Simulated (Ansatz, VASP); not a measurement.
One calculation of ZrMoSe4, two programs

The input INCAR:

```
PREC = Accurate ; ENCUT = 520
EDIFF = 1E-7 ; ISMEAR = 0
SIGMA = 0.1 ; LREAL = False
LASPH = True ; NELM = 150
ALGO = Normal ; ISIF = 2
LWAVE = False ; LCHARG = False
ISPIN = 2 ; MAGMOM = 0 1 0 0 0 0
LORBIT = 11 ; LMAXMIX = 4
GGA = PE ; NBANDS = 38
```

File KPOINTS:

```
Automatic mesh
0
Gamma
  6 6 2
```

The input POSCAR:

```
ZrMoSe4
1.0
    3.2827714400      0.0000000000      0.0000000000
    0.0000000000      3.2827714400      0.0000000000
    0.0000000000      0.0000000000     12.3705049300
Zr Mo Se
1 1 4
Direct
    0.0000000000      0.0000000000      0.5000000000
    0.0000000000      0.0000000000      0.0000000000
    0.5000000000      0.5000000000      0.3645260000
    0.5000000000      0.5000000000      0.8643389900
    0.5000000000      0.5000000000      0.1356610100
    0.5000000000      0.5000000000      0.6354740000
```

Input for Ansatz:

```yaml
crystal:
  lattice:
    - [3.28277144, 0.0, 0.0]
    - [0.0, 3.28277144, 0.0]
    - [0.0, 0.0, 12.37050493]
  atoms:
    - { symbol: Zr, position: [0.0, 0.0, 0.5] }
    - { symbol: Mo, position: [0.0, 0.0, 0.0], spin: 1.0 }
    - { symbol: Se, position: [0.5, 0.5, 0.364526] }
    - { symbol: Se, position: [0.5, 0.5, 0.86433899] }
    - { symbol: Se, position: [0.5, 0.5, 0.13566101] }
    - { symbol: Se, position: [0.5, 0.5, 0.635474] }
basis:
  ecutwfc: 420
kpoints:
  mp_grid: { grid: [6, 6, 2] }
hamiltonian:
  xc: pbe
scf:
  occupations: { method: gaussian, width: 0.1 }
  lower_state_search: "off"
output:
  forces: true
  stress: true
  eigenvalues: true
  populations: true
magnetization:
  spin_polarized: true
```

Change from the starting cell: species swapped into the MnFeSi4 type (P4/mmm, No. 123).

Alike in both runs: task single point; functional PBE; k mesh 6 × 6 × 2; occupations gaussian, width 0.1 eV; collinear spin.

```csv
,VASP,Ansatz
version,VASP 6.6.1,Ansatz 0.2.0
potentials or method,"VASP PAW PBE potentials, release 64 (Zr_sv, Mo_sv, Se), cutoff 520 eV","scalar-relativistic, plane waves, PAW"
valence electrons in the cell,50,90
```

```tsv
	VASP	Ansatz	Ansatz less VASP
gap on the k mesh at the Fermi level (eV)	none	none	-
pressure (GPa)	-4.6	-4.7	-0.09
traceless stress, the component that is largest in VASP (GPa)	-0.87	-0.85	+0.021
rms of the force components (eV/Å)	0.973	0.978	+0.0057
net moment per atom (μB)	0.00	0.00	0.000
```

Atom by atom the forces differ by 0.006 eV/Å (rms over components). A gap of «none» marks a metal or a gap that the smearing closes. VASP's potentials hold 50 valence electrons a cell and Ansatz's 90, so a difference there can come from the potentials and not from the codes. Ansatz's warnings: seeded moment not kept.
